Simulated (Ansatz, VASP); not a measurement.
Two plane-wave programs on NaSr

The input INCAR:

```
SYSTEM = NaSr
ALGO = Normal ; EDIFF = 1E-6
ENCUT = 520 ; GGA = PE
ISIF = 2 ; ISMEAR = 0
LASPH = .True. ; LCHARG = .False.
LREAL = .False. ; LWAVE = .False.
NBANDS = 16 ; NELM = 100
PREC = Accurate ; SIGMA = 0.1
```

The input KPOINTS:

```
k-points
0
Gamma
  6 6 6
  0 0 0
```

File POSCAR:

```
NaSr
1.0
    2.0831889900      1.2027297200      6.2778363200
   -2.0831889900      1.2027297200      6.2778363200
    0.0000000000     -2.4054594400      6.2778363200
Na Sr
1 1
Direct
    0.0000000000      0.0000000000      0.0000000000
    0.5000000000      0.5000000000      0.5000000000
```

Input for Ansatz:

```yaml
crystal:
  lattice:
    - [2.08318899, 1.20272972, 6.27783632]
    - [-2.08318899, 1.20272972, 6.27783632]
    - [0.0, -2.40545944, 6.27783632]
  atoms:
    - { symbol: Na, position: [0.0, 0.0, 0.0] }
    - { symbol: Sr, position: [0.5, 0.5, 0.5] }
basis:
  ecutwfc: 420
kpoints:
  mp_grid: { grid: [6, 6, 6] }
hamiltonian:
  xc: pbe
scf:
  occupations: { method: gaussian, width: 0.1 }
  lower_state_search: "off"
output:
  forces: true
  stress: true
  eigenvalues: true
```

Alike in both runs: task single point; functional PBE; k mesh 6 × 6 × 6; occupations gaussian, width 0.1 eV; no spin polarisation.

```csv
,VASP,Ansatz
version,VASP 6.6.1,Ansatz 0.2.0
potentials or method,"VASP PAW PBE potentials, release 64 (Na_pv, Sr_sv), cutoff 520 eV","scalar-relativistic, plane waves, PAW"
valence electrons in the cell,17,19
```

|  | VASP | Ansatz | Ansatz less VASP |
| --- | --- | --- | --- |
| gap on the k mesh at the Fermi level (eV) | none | none | - |
| pressure (GPa) | 0.3 | 0.3 | 0.00 |
| traceless stress, the component that is largest in VASP (GPa) | 0.51 | 0.51 | +0.002 |

A gap of «none» marks a metal or a gap that the smearing closes. The functional is the same, so the differences come from potentials, cutoffs and numerics. VASP's potentials hold 17 valence electrons a cell and Ansatz's 19, so a difference there can come from the potentials and not from the codes.
